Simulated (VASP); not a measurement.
# Li (Im-3m) in VASP: single point with PBE

Aim: the single point of Li with PBE.

Everything below comes from runs of VASP 6.6.1. Logs are shortened: lines on timing, memory, paths and dates and some standing lists are left out, and cuts for length are marked.

**1. The cell of the first run**

It takes space group Im-3m (No. 229, cubic). The conventional cell has a = 3.429 Å, b = 3.429 Å, c = 3.429 Å, α = 90.00°, β = 90.00°, γ = 90.00°. Within 3.9 Å of Li (site symmetry m-3m) lie 14 Li at 2.97 to 3.43 Å.

**2. Single point, PBE, collinear spin, zero start**

File INCAR:

```
SYSTEM = Li
  ALGO = Normal
  EDIFF = 1E-6
  ENCUT = 750
  GGA = PE
  GGA_COMPAT = .False.
  ISIF = 2
  ISMEAR = 0
  ISPIN = 2
  LASPH = .True.
  LCHARG = .True.
  LELF = .True.
  LORBIT = 11
  LREAL = .False.
  LVHAR = .True.
  LWAVE = .False.
  MAGMOM = 0 0
  NBANDS = 14
  NELM = 200
  PREC = Accurate
  SIGMA = 0.1
```

File KPOINTS:

```
k-points
0
Gamma
  6 6 6
  0 0 0
```

File POSCAR:

```
Li
1.0
    3.4291243365      0.0000000000      0.0000000000
    0.0000000000      3.4291243365      0.0000000000
    0.0000000000      0.0000000000      3.4291243365
Li
2
Direct
    0.0000000000      0.0000000000      0.0000000000
    0.5000000000      0.5000000000      0.5000000000
```

Potentials or basis: VASP PAW PBE potentials, release 64 (Li_sv).

Started as:

```
> cat potpaw_PBE.64/Li_sv/POTCAR > POTCAR
> mpirun -np 1 vasp_std > vasp.out
```

OUTCAR:

```text
SYSTEM = Li
   EDIFF = 1E-6
   ENCUT = 750
   GGA = PE
   ISIF = 2
   ISMEAR = 0
   ISPIN = 2
   LASPH = .True.
   LORBIT = 11
   LREAL = .False.
   NELM = 200
   PREC = Accurate

 ion  position               nearest neighbor table
   1  0.000  0.000  0.000-
   2  0.500  0.500  0.500-

  LATTYP: Found a simple cubic cell.
 ALAT       =     3.4291243365

  Lattice vectors:

 A1 = (   3.4291243365,   0.0000000000,   0.0000000000)
 A2 = (   0.0000000000,   3.4291243365,   0.0000000000)
 A3 = (   0.0000000000,   0.0000000000,   3.4291243365)

Analysis of symmetry for initial positions (statically):
=====================================================================
 Subroutine PRICEL returns following result:

  LATTYP: Found a body centered cubic cell.
 ALAT       =     3.4291243365

  Lattice vectors:

 A1 = (   1.7145621683,   1.7145621683,  -1.7145621683)
 A2 = (  -1.7145621683,   1.7145621683,   1.7145621683)
 A3 = (   1.7145621683,  -1.7145621683,   1.7145621683)

   2 primitive cells build up your supercell.

 Routine SETGRP: Setting up the symmetry group for a
 simple cubic supercell.

 Subroutine GETGRP returns: Found 48 space group operations
 (whereof 48 operations were pure point group operations)
 out of a pool of 48 trial point group operations.

The static configuration has the point symmetry O_h .

Analysis of symmetry for dynamics (positions and initial velocities):
=====================================================================
 Subroutine PRICEL returns following result:

  LATTYP: Found a body centered cubic cell.
 ALAT       =     3.4291243365

  Lattice vectors:

 A1 = (   1.7145621683,   1.7145621683,  -1.7145621683)
 A2 = (  -1.7145621683,   1.7145621683,   1.7145621683)
 A3 = (   1.7145621683,  -1.7145621683,   1.7145621683)

   2 primitive cells build up your supercell.

 Routine SETGRP: Setting up the symmetry group for a
 simple cubic supercell.

 Subroutine GETGRP returns: Found 48 space group operations
 (whereof 48 operations were pure point group operations)
 out of a pool of 48 trial point group operations.

The dynamic configuration has the point symmetry O_h .

Analysis of structural, dynamic, and magnetic symmetry:
=====================================================================
 Subroutine PRICEL returns following result:

  LATTYP: Found a body centered cubic cell.
 ALAT       =     3.4291243365

  Lattice vectors:

 A1 = (   1.7145621683,   1.7145621683,  -1.7145621683)
 A2 = (  -1.7145621683,   1.7145621683,   1.7145621683)
 A3 = (   1.7145621683,  -1.7145621683,   1.7145621683)

   2 primitive cells build up your supercell.

 Routine SETGRP: Setting up the symmetry group for a
 simple cubic supercell.

 Subroutine GETGRP returns: Found 48 space group operations
 (whereof 48 operations were pure point group operations)
 out of a pool of 48 trial point group operations.

The overall configuration has the point symmetry O_h .

 Subroutine INISYM returns: Found 48 space group operations
 (whereof 48 operations are pure point group operations),
 and found     2 'primitive' translations

----------------------------------------------------------------------------------------

                                     Primitive cell

  volume of cell :      20.1614

  direct lattice vectors                    reciprocal lattice vectors
     1.714562168  1.714562168 -1.714562168     0.291619639  0.291619639  0.000000000
    -1.714562168  1.714562168  1.714562168     0.000000000  0.291619639  0.291619639
     1.714562168 -1.714562168  1.714562168     0.291619639  0.000000000  0.291619639

  length of vectors
     2.969708788  2.969708788  2.969708788     0.412412448  0.412412448  0.412412448

  position of ions in fractional coordinates (direct lattice)
     0.000000000  0.000000000  0.000000000

  ion indices of the primitive-cell ions
   primitive index   ion index
                 1           1

----------------------------------------------------------------------------------------

 KPOINTS: k-points

Automatic generation of k-mesh.
 Grid dimensions read from file:
 generate k-points for:    6    6    6

 Generating k-lattice:

  Cartesian coordinates                     Fractional coordinates (reciprocal lattice)
     0.048603273  0.000000000  0.000000000     0.166666667  0.000000000  0.000000000
     0.000000000  0.048603273  0.000000000     0.000000000  0.166666667  0.000000000
     0.000000000  0.000000000  0.048603273     0.000000000  0.000000000  0.166666667

  Length of vectors
     0.048603273  0.048603273  0.048603273

  Shift w.r.t. Gamma in fractional coordinates (k-lattice)
     0.000000000  0.000000000  0.000000000

 Subroutine IBZKPT returns following result:
 ===========================================

 Found     20 irreducible k-points:

 Following reciprocal coordinates:
            Coordinates               Weight
  0.000000  0.000000  0.000000      1.000000
  0.166667  0.000000  0.000000      6.000000
  0.333333  0.000000  0.000000      6.000000
  0.500000  0.000000  0.000000      3.000000
  0.166667  0.166667  0.000000     12.000000
  0.333333  0.166667  0.000000     24.000000
[... 12 lines left out ...]
  0.500000  0.500000  0.333333      6.000000
  0.500000  0.500000  0.500000      1.000000
   k-points           NKPTS =     20   k-points in BZ     NKDIM =     20   number of bands    NBANDS=     14
   number of dos      NEDOS =    301   number of ions     NIONS =      2
   total plane-waves  NPLWV =  32768
   dimension x,y,z NGX =    32 NGY =   32 NGZ =   32
   dimension x,y,z NGXF=    64 NGYF=   64 NGZF=   64
   ions per type =               2
   NGX,Y,Z   is equivalent  to a cutoff of  15.51, 15.51, 15.51 a.u.
   NGXF,Y,Z  is equivalent  to a cutoff of  31.03, 31.03, 31.03 a.u.
 SYSTEM =  Li
   PREC   = accura    normal or accurate (medium, high low for compatibility)
   ISTART =      0    job   : 0-new  1-cont  2-samecut
   ICHARG =      2    charge: 1-file 2-atom 10-const
   ISPIN  =      2    spin polarized calculation?
   LNONCOLLINEAR =      F non collinear calculations
   LSORBIT =      F    spin-orbit coupling
   LASPH  =      T    aspherical Exc in radial PAW
   ENCUT  =  750.0 eV  55.12 Ry    7.42 a.u.   7.66  7.66  7.66*2*pi/ulx,y,z
   NELM   =    200;   NELMIN=  2; NELMDL= -5     # of ELM steps
   EDIFF  = 0.1E-05   stopping-criterion for ELM
   LREAL  =      F    real-space projection
   EDIFFG = 0.1E-04   stopping-criterion for IOM
   NSW    =      0    number of steps for IOM
   IBRION =     -1    ionic relax: 0-MD 1-quasi-New 2-CG
   NFREE  =      0    steps in history (QN), initial steepest desc. (CG)
   ISIF   =      2    stress and relaxation
   ISYM   =      2    0-nonsym 1-usesym 2-fastsym
   POTIM  = 0.5000    time-step for ionic-motion
   TEBEG  =    0.0;   TEEND  =   0.0 temperature during run
   PSTRESS=    0.0 pullay stress
   NELECT =       6.0000    total number of electrons
   NUPDOWN=      -1.0000    fix difference up-down
   EMIN   =  10.00;   EMAX   =-10.00  energy-range for DOS
   EFERMI =   0.00;   METHOD = LEGACY
   ISMEAR =     0;   SIGMA  =   0.10  broadening in eV -4-tet -1-fermi 0-gaus
   EFERMI_NEDOS =   21; number of points for ismear=-14 and -15
   IALGO  =     38    algorithm
   IMIX   =      4    mixing-type and parameters
     AMIX     =   0.40;   BMIX     =  1.00
     AMIX_MAG =   1.60;   BMIX_MAG =  1.00
  volume/ion in A,a.u.               =      20.16       136.06
  Fermi-wavevector in a.u.,A,eV,Ry     =   0.867512  1.639359 10.239426  0.752577
  Thomas-Fermi vector in A             =   1.986056
   LORBIT       =     11    0 simple, 1 ext, 2 COOP (PROOUT), +10 PAW based schemes
   GGA     = PE    functional components
   LHFCALC =     F    Hartree Fock is set to
   AEXX    =    0.0000 exact exchange contribution
   IVDW    =     0    specifies the selected vdW correction
   LEPSILON=     F    determine dielectric tensor
   LRPA    =     F    only Hartree local field effects (RPA)
 spin polarized calculation
 Gauss-broadening in eV      SIGMA  =   0.10
  energy-cutoff  :      750.00
  volume of cell :       40.32
 maximum number of plane-waves:      1924
 NGX is ok and might be reduce to    32
   NGX = 15   NGY = 15   NGZ = 15

 number of electron       6.0000007 magnetization       0.0000097

 number of electron       6.0000007 magnetization      -0.0000607

 Free energy of the ion-electron system (eV)
  ---------------------------------------------------
  ext. energy  EPLUGINS =         0.00000000
  ---------------------------------------------------
  free energy    TOTEN  =        -3.81536503 eV

  energy without entropy =       -3.80494391  energy(sigma->0) =       -3.81015447

 E-fermi :   0.6247     XC(G=0):  -7.0574

 val. band max:        0.3721252594   @ k =   0.5000   0.3333   0.0000
 cond. band min:       0.6678239008   @ k =   0.5000   0.3333   0.1667
 fundamental gap:      0.2956986413
 Fermi energy:         0.6247187493

 spin component 1

 k-point     1 :       0.0000    0.0000    0.0000
  band No.  band energies     occupation
      1     -45.8738      1.00000
      2     -45.8405      1.00000
      3      -2.9394      1.00000
      4       6.1804      0.00000
      5       6.1804      0.00000
      6       6.1804      0.00000
      7       8.4376      0.00000
      8       8.4376      0.00000
      9      14.2681      0.00000
     10      15.3018      0.00000
     11      15.3018      0.00000
     12      15.3018      0.00000
     13      20.0833      0.00000
     14      20.0833      0.00000

 k-point     2 :       0.1667    0.0000    0.0000
  band No.  band energies     occupation
      1     -45.8712      1.00000
      2     -45.8423      1.00000
      3      -2.6746      1.00000
      4       3.9243      0.00000
      5       6.5214      0.00000
      6       6.5214      0.00000
      7       8.7926      0.00000
      8      11.1007      0.00000
      9      13.9663      0.00000
     10      13.9663      0.00000
[... 294 lines left out ...]
 k-point    20 :       0.5000    0.5000    0.5000
  band No.  band energies     occupation
      1     -45.8525      1.00000
      2     -45.8525      1.00000
      3       4.0326      0.00000
      4       4.0326      0.00000
      5       4.0326      0.00000
      6       4.0326      0.00000
      7       4.0326      0.00000
      8       4.0326      0.00000
      9       9.1014      0.00000
     10       9.1014      0.00000
     11      24.3446      0.00000
     12      24.3446      0.00000
     13      24.3446      0.00000
     14      24.3446      0.00000
 Fermi energy:         0.6247187493

 spin component 2

 k-point     1 :       0.0000    0.0000    0.0000
  band No.  band energies     occupation
      1     -45.8738      1.00000
      2     -45.8404      1.00000
      3      -2.9395      1.00000
      4       6.1804      0.00000
      5       6.1804      0.00000
      6       6.1804      0.00000
      7       8.4375      0.00000
      8       8.4375      0.00000
      9      14.2682      0.00000
     10      15.3019      0.00000
     11      15.3019      0.00000
     12      15.3019      0.00000
     13      20.0833      0.00000
     14      20.0833      0.00000

 k-point     2 :       0.1667    0.0000    0.0000
  band No.  band energies     occupation
      1     -45.8711      1.00000
      2     -45.8423      1.00000
      3      -2.6746      1.00000
      4       3.9242      0.00000
      5       6.5214      0.00000
      6       6.5214      0.00000
      7       8.7925      0.00000
      8      11.1007      0.00000
      9      13.9664      0.00000
     10      13.9664      0.00000
[... 294 lines left out ...]
 k-point    20 :       0.5000    0.5000    0.5000
  band No.  band energies     occupation
      1     -45.8525      1.00000
      2     -45.8525      1.00000
      3       4.0325      0.00000
      4       4.0325      0.00000
      5       4.0325      0.00000
      6       4.0325      0.00000
      7       4.0325      0.00000
      8       4.0325      0.00000
      9       9.1014      0.00000
     10       9.1014      0.00000
     11      24.3446      0.00000
     12      24.3446      0.00000
     13      24.3446      0.00000
     14      24.3446      0.00000

------------------------ aborting loop because EDIFF is reached ----------------------------------------

  FORCE on cell =-STRESS in cart. coord.  units (eV):
  Direction    XX          YY          ZZ          XY          YZ          ZX
  --------------------------------------------------------------------------------------
  -------------------------------------------------------------------------------------
  Total       -0.0188910     -0.0188910     -0.0188910     -0.0000000     -0.0000000      0.0000000
  in kB       -0.7506124     -0.7506124     -0.7506124     -0.0000000     -0.0000000      0.0000000
  external PRESSURE =      -0.7506124 kB  Pullay stress =       0.0000000 kB

 VOLUME and BASIS-vectors are now :
 -----------------------------------------------------------------------------
  energy-cutoff  :      750.00
  volume of cell :       40.32
      direct lattice vectors                 reciprocal lattice vectors
     3.429124337  0.000000000  0.000000000     0.291619639  0.000000000  0.000000000
     0.000000000  3.429124337  0.000000000     0.000000000  0.291619639  0.000000000
     0.000000000  0.000000000  3.429124337     0.000000000  0.000000000  0.291619639

 POSITION                                       TOTAL-FORCE (eV/Angst)
 -----------------------------------------------------------------------------------
      0.00000      0.00000      0.00000         0.000000      0.000000      0.000000
      1.71456      1.71456      1.71456        -0.000000     -0.000000     -0.000000
 -----------------------------------------------------------------------------------
    total drift:                                0.000000      0.000000     -0.000000

  FREE ENERGIE OF THE ION-ELECTRON SYSTEM (eV)
  ---------------------------------------------------
  free  energy   TOTEN  =        -3.8153650269 eV

  energy  without entropy=       -3.8049439145  energy(sigma->0) =       -3.81015447

 total charge

# of ion       s       p       d       tot
------------------------------------------
    1        2.034   0.042   0.000   2.075
    2        2.034   0.042   0.000   2.075
--------------------------------------------------
tot          4.068   0.083   0.000   4.151

 magnetization (x)

# of ion       s       p       d       tot
------------------------------------------
    1       -0.000  -0.000   0.000  -0.000
    2       -0.000  -0.000   0.000  -0.000
--------------------------------------------------
tot         -0.000  -0.000   0.000  -0.000
```

Run time: 21 s. Hardware: 1 thread of Intel Xeon Platinum 8375C at 2.90GHz (Ice Lake), shared host; peak memory 0.2 GiB.

Results:

- Free energy: -3.8154 eV
- Pressure: -0.1 GPa
- Band gap on the k mesh: zero (filled and empty bands overlap)
- Net moment: 0.00 μB per cell
- Valence electrons inside the program's atomic spheres: Li 2.08

The gap in the log of VASP goes by the Fermi energy; the results here count the filled bands.